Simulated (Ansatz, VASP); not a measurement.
# Ge: VASP beside Ansatz

```
Ge
1.0
     0.00000    2.82877    2.82877
     2.82877    0.00000    2.82877
     2.82877    2.82877    0.00000
Ge
2
Direct
  0.50000 0.50000 0.50000
  0.75000 0.75000 0.75000
```

Alike in both runs: task electric field gradients; functional PBE; k mesh 15 × 15 × 15; occupations fermi-dirac, width 0.05 eV; no spin polarisation.

```csv
,VASP,Ansatz
version,VASP 6.6.1,Ansatz 0.2.0
potentials or method,"VASP PAW PBE potentials, release 64 (Ge_d)","PAW with Ansatz's default frozen-core files, scalar-relativistic"
plane-wave cutoff (eV),520,420
valence electrons in the cell,28,28
```

```tsv
	VASP	Ansatz	Ansatz less VASP
pressure (GPa)	3.6	3.7	+0.06
```
